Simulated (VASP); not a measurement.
# ZrS (I4mm) in VASP: single point with PBEsol

Aim: the single point of ZrS with PBEsol.

All numbers are computed with VASP 6.6.1; they aren't measurements. Logs are shortened: lines on timing, memory, paths and dates and some standing lists are left out, and cuts for length are marked.

## (1) The cell of the first run

Symmetry: I4mm, No. 107, tetragonal system. Conventional cell: a = 3.653 Å, b = 3.653 Å, c = 5.166 Å, α = 90.00°, β = 90.00°, γ = 90.00°. Within 3.0 Å of Zr (site symmetry 4mm) lie 6 S at 2.28 to 2.88 Å. Within 3.0 Å of S (site symmetry 4mm) lie 6 Zr at 2.28 to 2.88 Å.

## (2) Single point, PBEsol (atom 1 (Zr) moved by (-0.300, +0.000) A along y and z)

Input file INCAR:

```
SYSTEM = ZrS
PREC = Accurate
ENCUT = 520
EDIFF = 1E-6
ISMEAR = 0
SIGMA = 0.15
LREAL = .False.
LASPH = .True.
NELM = 100
ALGO = Normal
ISIF = 2
LWAVE = .False.
LCHARG = .False.
GGA = PS
NBANDS = 16
```

Input file KPOINTS:

```
Automatic mesh
0
Gamma
  20 20 20
  0 0 0
```

Input file POSCAR:

```
ZrS
1.0
    0.0000000000      2.5830753500      2.5830753500
    2.5830753500      0.0000000000      2.5830753500
    2.5830753500      2.5830753500      0.0000000000
Zr S
1 1
Direct
   -0.0580703153      0.0580703153     -0.0580703153
    0.5000000000      0.5000000000      0.5000000000
```

Potentials or basis: VASP PAW PBE potentials, release 64 (Zr_sv, S).

Run with:

```
$ cat potpaw_PBE.64/Zr_sv/POTCAR potpaw_PBE.64/S/POTCAR > POTCAR
$ mpirun -np 1 vasp_std > vasp.out
```

OUTCAR:

```text
SYSTEM = ZrS
   PREC = Accurate
   ENCUT = 520
   EDIFF = 1E-6
   ISMEAR = 0
   LREAL = .False.
   LASPH = .True.
   NELM = 100
   ISIF = 2
   GGA = PS

 ion  position               nearest neighbor table
   1  0.942  0.058  0.942-   2 2.28   2 2.60   2 2.60   2 2.60   2 2.60   2 2.88
   2  0.500  0.500  0.500-   1 2.28   1 2.60   1 2.60   1 2.60   1 2.60   1 2.88

  LATTYP: Found a face centered cubic cell.
 ALAT       =     5.1661507000

  Lattice vectors:

 A1 = (   0.0000000000,   2.5830753500,   2.5830753500)
 A2 = (   2.5830753500,   0.0000000000,   2.5830753500)
 A3 = (   2.5830753500,   2.5830753500,   0.0000000000)

Analysis of symmetry for initial positions (statically):
=====================================================================
 Subroutine PRICEL returns:
 Original cell was already a primitive cell.

 Routine SETGRP: Setting up the symmetry group for a
 face centered cubic supercell.

 Subroutine GETGRP returns: Found  8 space group operations
 (whereof  8 operations were pure point group operations)
 out of a pool of 48 trial point group operations.

The static configuration has the point symmetry C_4v.

Analysis of symmetry for dynamics (positions and initial velocities):
=====================================================================
 Subroutine PRICEL returns:
 Original cell was already a primitive cell.

 Routine SETGRP: Setting up the symmetry group for a
 face centered cubic supercell.

 Subroutine GETGRP returns: Found  8 space group operations
 (whereof  8 operations were pure point group operations)
 out of a pool of 48 trial point group operations.

The dynamic configuration has the point symmetry C_4v.

 Subroutine INISYM returns: Found  8 space group operations
 (whereof  8 operations are pure point group operations),
 and found     1 'primitive' translations

----------------------------------------------------------------------------------------

                                     Primitive cell

  volume of cell :      34.4700

  direct lattice vectors                    reciprocal lattice vectors
     0.000000000  2.583075350  2.583075350    -0.193567718  0.193567718  0.193567718
     2.583075350  0.000000000  2.583075350     0.193567718 -0.193567718  0.193567718
     2.583075350  2.583075350  0.000000000     0.193567718  0.193567718 -0.193567718

  length of vectors
[... 74 lines left out ...]
   ISTART =      0    job   : 0-new  1-cont  2-samecut
   ICHARG =      2    charge: 1-file 2-atom 10-const
   ISPIN  =      1    spin polarized calculation?
   LNONCOLLINEAR =      F non collinear calculations
   LSORBIT =      F    spin-orbit coupling
   LASPH  =      T    aspherical Exc in radial PAW
   ENCUT  =  520.0 eV  38.22 Ry    6.18 a.u.   6.79  6.79  6.79*2*pi/ulx,y,z
   NELM   =    100;   NELMIN=  2; NELMDL= -5     # of ELM steps
   EDIFF  = 0.1E-05   stopping-criterion for ELM
   LREAL  =      F    real-space projection
   EDIFFG = 0.1E-04   stopping-criterion for IOM
   NSW    =      0    number of steps for IOM
   IBRION =     -1    ionic relax: 0-MD 1-quasi-New 2-CG
   NFREE  =      0    steps in history (QN), initial steepest desc. (CG)
   ISIF   =      2    stress and relaxation
   ISYM   =      2    0-nonsym 1-usesym 2-fastsym
   POTIM  = 0.5000    time-step for ionic-motion
   TEBEG  =    0.0;   TEEND  =   0.0 temperature during run
   PSTRESS=    0.0 pullay stress
   NELECT =      18.0000    total number of electrons
   NUPDOWN=      -1.0000    fix difference up-down
   EMIN   =  10.00;   EMAX   =-10.00  energy-range for DOS
   EFERMI =   0.00;   METHOD = LEGACY
   ISMEAR =     0;   SIGMA  =   0.15  broadening in eV -4-tet -1-fermi 0-gaus
   EFERMI_NEDOS =   21; number of points for ismear=-14 and -15
   IALGO  =     38    algorithm
   IMIX   =      4    mixing-type and parameters
     AMIX     =   0.40;   BMIX     =  1.00
     AMIX_MAG =   1.60;   BMIX_MAG =  1.00
  volume/ion in A,a.u.               =      17.23       116.31
  Fermi-wavevector in a.u.,A,eV,Ry     =   1.318313  2.491251 23.646240  1.737950
  Thomas-Fermi vector in A             =   2.448292
   LORBIT       =      0    0 simple, 1 ext, 2 COOP (PROOUT), +10 PAW based schemes
   GGA     = PS    functional components
   LHFCALC =     F    Hartree Fock is set to
   AEXX    =    0.0000 exact exchange contribution
   IVDW    =     0    specifies the selected vdW correction
   LEPSILON=     F    determine dielectric tensor
   LRPA    =     F    only Hartree local field effects (RPA)
 non-spin polarized calculation
 Gauss-broadening in eV      SIGMA  =   0.15
  energy-cutoff  :      520.00
  volume of cell :       34.47
 maximum number of plane-waves:       950
   NGX = 13   NGY = 13   NGZ = 13

 number of electron      17.9999999 magnetization

 Free energy of the ion-electron system (eV)
  ---------------------------------------------------
  ext. energy  EPLUGINS =         0.00000000
  ---------------------------------------------------
  free energy    TOTEN  =       -16.16818951 eV

  energy without entropy =      -16.15571995  energy(sigma->0) =      -16.16195473

 E-fermi :  11.0548     XC(G=0): -11.6643

 val. band max:       11.0543952619   @ k =   0.0500   0.3500   0.1000
 cond. band min:      11.0568514730   @ k =   0.5000   0.1500   0.0500
 fundamental gap:      0.0024562111
 Fermi energy:        11.0548462629

 k-point     1 :       0.0000    0.0000    0.0000
  band No.  band energies     occupation
      1     -38.5004      2.00000
      2     -16.6167      2.00000
      3     -16.4946      2.00000
      4     -16.4946      2.00000
      5      -4.8114      2.00000
      6       6.9534      2.00000
[... 433 lines left out ...]
      3     -16.5956      2.00000
      4     -16.5276      2.00000
      5      -3.6156      2.00000
      6       3.7971      2.00000
[... 8 lines left out ...]
     15      19.1908      0.00000
     16      19.4673      0.00000

 [... further k-points ...]
[... 5 lines left out ...]
  --------------------------------------------------------------------------------------
  -------------------------------------------------------------------------------------
  Total       -0.2772521      4.9483581     -0.2772521     -0.0000000      0.0000000      0.0000000
  in kB      -12.8867732    230.0014027    -12.8867732     -0.0000000      0.0000000      0.0000000
  external PRESSURE =      68.0759521 kB  Pullay stress =       0.0000000 kB

 VOLUME and BASIS-vectors are now :
 -----------------------------------------------------------------------------
  energy-cutoff  :      520.00
  volume of cell :       34.47
      direct lattice vectors                 reciprocal lattice vectors
     0.000000000  2.583075350  2.583075350    -0.193567718  0.193567718  0.193567718
     2.583075350  0.000000000  2.583075350     0.193567718 -0.193567718  0.193567718
     2.583075350  2.583075350  0.000000000     0.193567718  0.193567718 -0.193567718

 POSITION                                       TOTAL-FORCE (eV/Angst)
 -----------------------------------------------------------------------------------
      2.58308      4.86615      2.58308         0.000000      2.897385      0.000000
      2.58308      2.58308      2.58308         0.000000     -2.897385      0.000000
 -----------------------------------------------------------------------------------
    total drift:                               -0.000000      0.000259      0.000000

  FREE ENERGIE OF THE ION-ELECTRON SYSTEM (eV)
  ---------------------------------------------------
  free  energy   TOTEN  =       -16.1681895083 eV

  energy  without entropy=      -16.1557199455  energy(sigma->0) =      -16.16195473
```

OSZICAR:

```text
N       E                     dE             d eps       ncg     rms          rms(c)
DAV:   1     0.111940940820E+03    0.11194E+03   -0.90255E+03 20520   0.107E+03
DAV:   2    -0.107668157143E+02   -0.12271E+03   -0.11847E+03 26776   0.282E+02
DAV:   3    -0.170084458009E+02   -0.62416E+01   -0.61967E+01 36920   0.502E+01
DAV:   4    -0.170535277857E+02   -0.45082E-01   -0.45062E-01 24584   0.477E+00
DAV:   5    -0.170541564987E+02   -0.62871E-03   -0.62870E-03 29064   0.446E-01    0.188E+01
DAV:   6    -0.162100304400E+02    0.84413E+00   -0.17342E+00 25976   0.963E+00    0.866E+00
DAV:   7    -0.161727601306E+02    0.37270E-01   -0.21727E-01 30320   0.308E+00    0.317E+00
DAV:   8    -0.161686266520E+02    0.41335E-02   -0.28129E-02 24280   0.120E+00    0.345E-01
DAV:   9    -0.161681745209E+02    0.45213E-03   -0.21272E-03 25672   0.319E-01    0.195E-01
DAV:  10    -0.161681909324E+02   -0.16412E-04   -0.35934E-04 25784   0.177E-01    0.579E-02
DAV:  11    -0.161681896516E+02    0.12808E-05   -0.23167E-05 25536   0.439E-02    0.284E-02
DAV:  12    -0.161681895083E+02    0.14333E-06   -0.12195E-06 19456   0.894E-03
   1 F= -.16168190E+02 E0= -.16161955E+02  d E =-.124696E-01
```

Run time: 2.7 min. Hardware: 1 thread of Intel Xeon Platinum 8488C (Sapphire Rapids), shared host; peak memory 0.44 GiB.

What came out:

| Quantity | Value |
| --- | --- |
| Free energy | -16.1682 eV |
| Pressure | 6.8 GPa |
| Largest force | 2.897 eV/Å |
| Band gap on the k mesh | zero (band 9 reaches 12.26 eV, above the bottom of band 10 at 9.94 eV) |

Forces on the atoms (eV/Å):
```
Zr   0.000  2.897  0.000
S    0.000 -2.897  0.000
```

Caveat: the cell differs from its parent crystal (atom 1 (Zr) moved by (-0.300, +0.000) A along y and z); the PAW data sets were made with another functional, which shifts forces and pressure a little.
